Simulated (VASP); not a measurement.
# AgCl in VASP: notebook, part 2 of 2

VASP 6.6.1. Earlier steps stand in the parts before.

## 3. Single point, PBE (equal xy, yz and zx shear strains of +1 %)

INCAR reads:

```
SYSTEM = AgCl
ALGO = Normal
EDIFF = 1E-7
ENCUT = 520
GGA = PE
ISIF = 2
ISMEAR = -1
LASPH = .True.
LCHARG = .False.
LREAL = .False.
LWAVE = .False.
NBANDS = 16
NELM = 80
PREC = Accurate
SIGMA = 0.01
```

KPOINTS reads:

```
k-points
0
Gamma
  9 9 9
  0 0 0
```

POSCAR reads:

```
AgCl
1.0
    0.0277315000      2.7870157500      2.7870157500
    2.7870157500      0.0277315000      2.7870157500
    2.7870157500      2.7870157500      0.0277315000
Ag Cl
1 1
Direct
    0.5000000000      0.5000000000      0.5000000000
    0.0000000000      0.0000000000      0.0000000000
```

Potentials or basis: VASP PAW PBE potentials, release 64 (Ag, Cl).

On the command line:

```
> cat potpaw_PBE.64/Ag/POTCAR potpaw_PBE.64/Cl/POTCAR > POTCAR
> mpirun -np 1 vasp_std > vasp.out
```

OUTCAR:

```text
SYSTEM = AgCl
   EDIFF = 1E-7
   ENCUT = 520
   GGA = PE
   ISIF = 2
   ISMEAR = -1
   LASPH = .True.
   LREAL = .False.
   NELM = 80
   PREC = Accurate

 ion  position               nearest neighbor table
   1  0.500  0.500  0.500-   2 2.77   2 2.77   2 2.77   2 2.77   2 2.77   2 2.77
   2  0.000  0.000  0.000-   1 2.77   1 2.77   1 2.77   1 2.77   1 2.77   1 2.77

  LATTYP: Found a trigonal (rhomboedric) cell.
 ALAT       =     3.9415330289
 COS(alpha) =     0.5099250056

  Lattice vectors:

 A1 = (   0.0277315000,   2.7870157500,   2.7870157500)
 A2 = (   2.7870157500,   0.0277315000,   2.7870157500)
 A3 = (   2.7870157500,   2.7870157500,   0.0277315000)

Analysis of symmetry for initial positions (statically):
=====================================================================
 Subroutine PRICEL returns:
 Original cell was already a primitive cell.

 Routine SETGRP: Setting up the symmetry group for a
 trigonal (rhombohedral) supercell.

 Subroutine GETGRP returns: Found 12 space group operations
 (whereof 12 operations were pure point group operations)
 out of a pool of 12 trial point group operations.

The static configuration has the point symmetry D_3d.

Analysis of symmetry for dynamics (positions and initial velocities):
=====================================================================
 Subroutine PRICEL returns:
 Original cell was already a primitive cell.

 Routine SETGRP: Setting up the symmetry group for a
 trigonal (rhombohedral) supercell.

 Subroutine GETGRP returns: Found 12 space group operations
 (whereof 12 operations were pure point group operations)
 out of a pool of 12 trial point group operations.

The dynamic configuration has the point symmetry D_3d.

 Subroutine INISYM returns: Found 12 space group operations
 (whereof 12 operations are pure point group operations),
 and found     1 'primitive' translations

----------------------------------------------------------------------------------------

                                     Primitive cell

  volume of cell :      42.6499

  direct lattice vectors                    reciprocal lattice vectors
     0.027731500  2.787015750  2.787015750    -0.182103474  0.180309351  0.180309351
     2.787015750  0.027731500  2.787015750     0.180309351 -0.182103474  0.180309351
     2.787015750  2.787015750  0.027731500     0.180309351  0.180309351 -0.182103474

  length of vectors
     3.941533029  3.941533029  3.941533029     0.313344219  0.313344219  0.313344219

  position of ions in fractional coordinates (direct lattice)
     0.500000000  0.500000000  0.500000000
     0.000000000  0.000000000  0.000000000

  ion indices of the primitive-cell ions
   primitive index   ion index
                 1           1
                 2           2

----------------------------------------------------------------------------------------

 KPOINTS: k-points

Automatic generation of k-mesh.
 Grid dimensions read from file:
 generate k-points for:    9    9    9

 Generating k-lattice:

  Cartesian coordinates                     Fractional coordinates (reciprocal lattice)
    -0.020233719  0.020034372  0.020034372     0.111111111  0.000000000  0.000000000
     0.020034372 -0.020233719  0.020034372     0.000000000  0.111111111  0.000000000
     0.020034372  0.020034372 -0.020233719     0.000000000  0.000000000  0.111111111

  Length of vectors
     0.034816024  0.034816024  0.034816024

  Shift w.r.t. Gamma in fractional coordinates (k-lattice)
     0.000000000  0.000000000  0.000000000

 Subroutine IBZKPT returns following result:
 ===========================================

 Found     85 irreducible k-points:

 Following reciprocal coordinates:
            Coordinates               Weight
  0.000000  0.000000  0.000000      1.000000
  0.111111  0.000000  0.000000      6.000000
  0.222222 -0.000000 -0.000000      6.000000
  0.333333  0.000000 -0.000000      6.000000
  0.444444 -0.000000 -0.000000      6.000000
  0.111111  0.111111  0.000000      6.000000
[... 16 lines left out ...]
 -0.333333  0.333333  0.000000      6.000000
  0.444444  0.444444 -0.000000      6.000000
 [... further k-points ...]
   k-points           NKPTS =     85   k-points in BZ     NKDIM =     85   number of bands    NBANDS=     16
   number of dos      NEDOS =    301   number of ions     NIONS =      2
   total plane-waves  NPLWV =  27000
   dimension x,y,z NGX =    30 NGY =   30 NGZ =   30
   dimension x,y,z NGXF=    60 NGYF=   60 NGZF=   60
   ions per type =               1   1
   NGX,Y,Z   is equivalent  to a cutoff of  12.65, 12.65, 12.65 a.u.
   NGXF,Y,Z  is equivalent  to a cutoff of  25.31, 25.31, 25.31 a.u.
 SYSTEM =  AgCl
   PREC   = accura    normal or accurate (medium, high low for compatibility)
   ISTART =      0    job   : 0-new  1-cont  2-samecut
   ICHARG =      2    charge: 1-file 2-atom 10-const
   ISPIN  =      1    spin polarized calculation?
   LNONCOLLINEAR =      F non collinear calculations
   LSORBIT =      F    spin-orbit coupling
   LASPH  =      T    aspherical Exc in radial PAW
   ENCUT  =  520.0 eV  38.22 Ry    6.18 a.u.   7.33  7.33  7.33*2*pi/ulx,y,z
   NELM   =     80;   NELMIN=  2; NELMDL= -5     # of ELM steps
   EDIFF  = 0.1E-06   stopping-criterion for ELM
   LREAL  =      F    real-space projection
   EDIFFG = 0.1E-05   stopping-criterion for IOM
   NSW    =      0    number of steps for IOM
   IBRION =     -1    ionic relax: 0-MD 1-quasi-New 2-CG
   NFREE  =      0    steps in history (QN), initial steepest desc. (CG)
   ISIF   =      2    stress and relaxation
   ISYM   =      2    0-nonsym 1-usesym 2-fastsym
   POTIM  = 0.5000    time-step for ionic-motion
   TEBEG  =    0.0;   TEEND  =   0.0 temperature during run
   PSTRESS=    0.0 pullay stress
   NELECT =      18.0000    total number of electrons
   NUPDOWN=      -1.0000    fix difference up-down
   EMIN   =  10.00;   EMAX   =-10.00  energy-range for DOS
   EFERMI =   0.00;   METHOD = LEGACY
   ISMEAR =    -1;   SIGMA  =   0.01  broadening in eV -4-tet -1-fermi 0-gaus
   EFERMI_NEDOS =   21; number of points for ismear=-14 and -15
   IALGO  =     38    algorithm
   IMIX   =      4    mixing-type and parameters
     AMIX     =   0.40;   BMIX     =  1.00
     AMIX_MAG =   1.60;   BMIX_MAG =  1.00
  volume/ion in A,a.u.               =      21.32       143.91
  Fermi-wavevector in a.u.,A,eV,Ry     =   1.227985  2.320556 20.516873  1.507948
  Thomas-Fermi vector in A             =   2.362928
   LORBIT       =      0    0 simple, 1 ext, 2 COOP (PROOUT), +10 PAW based schemes
   GGA     = PE    functional components
   LHFCALC =     F    Hartree Fock is set to
   AEXX    =    0.0000 exact exchange contribution
   IVDW    =     0    specifies the selected vdW correction
   LEPSILON=     F    determine dielectric tensor
   LRPA    =     F    only Hartree local field effects (RPA)
 non-spin polarized calculation
  energy-cutoff  :      520.00
  volume of cell :       42.65
 maximum number of plane-waves:      1167
 NGX is ok and might be reduce to    30
   NGX = 15   NGY = 15   NGZ = 15

 number of electron      18.0000004 magnetization

 Free energy of the ion-electron system (eV)
  ---------------------------------------------------
  ext. energy  EPLUGINS =         0.00000000
  ---------------------------------------------------
  free energy    TOTEN  =        -5.39418365 eV

  energy without entropy =       -5.39418365  energy(sigma->0) =       -5.39418365

 E-fermi :   4.0337     XC(G=0):  -9.9659

 val. band max:        3.7851365716   @ k =   0.4444  -0.0000  -0.0000
 cond. band min:       4.7259690363   @ k =   0.0000   0.0000   0.0000
 fundamental gap:      0.9408324646
 Fermi energy:         4.0337233956

 k-point     1 :       0.0000    0.0000    0.0000
  band No.  band energies     occupation
      1     -11.3303      2.00000
      2       1.3632      2.00000
      3       1.3839      2.00000
      4       1.3839      2.00000
      5       1.4213      2.00000
      6       1.4213      2.00000
[... 8 lines left out ...]
     15      17.0766      0.00000
     16      17.1740      0.00000
[... 419 lines left out ...]
 k-point    24 :       0.4444    0.4444   -0.0000
  band No.  band energies     occupation
      1     -10.8837      2.00000
      2      -0.5665      2.00000
      3       0.7200      2.00000
      4       0.7829      2.00000
      5       1.0628      2.00000
      6       1.6022      2.00000
[... 8 lines left out ...]
     15      19.1891      0.00000
     16      19.1953      0.00000

 [... further k-points ...]

------------------------ aborting loop because EDIFF is reached ----------------------------------------

  FORCE on cell =-STRESS in cart. coord.  units (eV):
  Direction    XX          YY          ZZ          XY          YZ          ZX
  --------------------------------------------------------------------------------------
  -------------------------------------------------------------------------------------
  Total        0.3903731      0.3903731      0.3903731     -0.0144342     -0.0144342     -0.0144342
  in kB       14.6646894     14.6646894     14.6646894     -0.5422327     -0.5422327     -0.5422327
  external PRESSURE =      14.6646894 kB  Pullay stress =       0.0000000 kB

 VOLUME and BASIS-vectors are now :
 -----------------------------------------------------------------------------
  energy-cutoff  :      520.00
  volume of cell :       42.65
      direct lattice vectors                 reciprocal lattice vectors
     0.027731500  2.787015750  2.787015750    -0.182103474  0.180309351  0.180309351
     2.787015750  0.027731500  2.787015750     0.180309351 -0.182103474  0.180309351
     2.787015750  2.787015750  0.027731500     0.180309351  0.180309351 -0.182103474

 POSITION                                       TOTAL-FORCE (eV/Angst)
 -----------------------------------------------------------------------------------
      2.80088      2.80088      2.80088         0.000000     -0.000000      0.000000
      0.00000      0.00000      0.00000        -0.000000      0.000000     -0.000000
 -----------------------------------------------------------------------------------
    total drift:                                0.000000      0.000000      0.000000

  FREE ENERGIE OF THE ION-ELECTRON SYSTEM (eV)
  ---------------------------------------------------
  free  energy   TOTEN  =        -5.3941836518 eV

  energy  without entropy=       -5.3941836518  energy(sigma->0) =       -5.39418365
```

stdout:

```text
POSCAR found type information on POSCAR AgCl
 POSCAR found :  2 types and       2 ions
 scaLAPACK will be used
 LDA part: xc-table for (Slater+PW92), standard interpolation
 POSCAR, INCAR and KPOINTS ok, starting setup
 FFT: planning ... GRIDC
 FFT: planning ... GRID_SOFT
 FFT: planning ... GRID
 WAVECAR not read
 entering main loop
```

Run time: 78 s. Hardware: 1 thread of Intel Xeon 8259CL, shared host; peak memory 0.21 GiB.

What came out:

| Property | Result |
| --- | --- |
| Free energy | -5.3942 eV |
| Pressure | 1.5 GPa |
| Band gap on the k mesh | 0.94 eV (least direct gap 3.13 eV) |

Caveat: the cell differs from its parent crystal (equal xy, yz and zx shear strains of +1 %); an odd mesh through Γ misses points on the zone boundary, where band edges can lie.

## 4. Single point, PBE (xy shear strain of -1 %)

INCAR reads:

```
SYSTEM = AgCl
PREC = Accurate ; ENCUT = 520
EDIFF = 1E-6 ; ISMEAR = -1
SIGMA = 0.01 ; LREAL = .FALSE.
LASPH = .TRUE. ; NELM = 80
ALGO = Normal ; ISIF = 2
LWAVE = .FALSE. ; LCHARG = .FALSE.
GGA = PE ; NBANDS = 16
```

KPOINTS reads:

```
Automatic mesh
0
G
  9 9 9
  0 0 0
```

POSCAR reads:

```
AgCl
1.0
   -0.0138657500      2.7731500000      2.7731500000
    2.7731500000     -0.0138657500      2.7731500000
    2.7592842500      2.7592842500      0.0000000000
Ag Cl
1 1
Direct
    0.5000000000      0.5000000000      0.5000000000
    0.0000000000      0.0000000000      0.0000000000
```

On the command line:

```
> cat potpaw_PBE.64/Ag/POTCAR potpaw_PBE.64/Cl/POTCAR > POTCAR
> mpirun -np 1 vasp_std > vasp.out
```

Wall time 1.8 min (1 thread of Intel Xeon 8259CL, shared host); peak memory 0.23 GiB.

Results (log left out):

```yaml
Free_energy: -5.3944 eV
Pressure: 1.5 GPa
Band_gap_on_the_k_mesh: 0.95 eV (least direct gap 3.13 eV)
```

Stress tensor (GPa, compression positive):
```
1.47 0.05 0.00
0.05 1.47 0.00
0.00 0.00 1.47
```

Levels at points of the mesh, in eV from the valence-band top:
```
           k point  band 7  band 8  band 9  band 10  band 11  band 12
(0.00, 0.00, 0.00)   -2.31   -2.29   -2.26     0.95    10.83    10.89
```

Caveat: the cell differs from its parent crystal (xy shear strain of -1 %); an odd mesh through Γ misses points on the zone boundary, where band edges can lie.

## 5. Summary

| cell | gap on the mesh (eV) | pressure (GPa) |
| --- | --- | --- |
| a = 3.922 Å, angles 60.0°, 2 atoms, atomic positions A | 0.96 | 1.5 |
| a = 3.942 Å, angles 59.3°, 2 atoms, atomic positions B | 0.94 | 1.5 |
| a = 3.922, b = 3.922, c = 3.902 Å, angles 60.2, 60.2, 60.3°, 2 atoms, atomic positions B | 0.95 | 1.5 |

Alike in all rows: task single point; level PBE; potentials or basis VASP PAW PBE potentials, release 64 (Ag, Cl); no spin polarisation; k mesh 9 × 9 × 9; cutoff (eV) 520; smearing fermi-dirac 0.01 eV.

Caveats: an odd mesh through Γ misses points on the zone boundary, where band edges can lie.

Absolute energies hang on the potentials; compare differences alone.
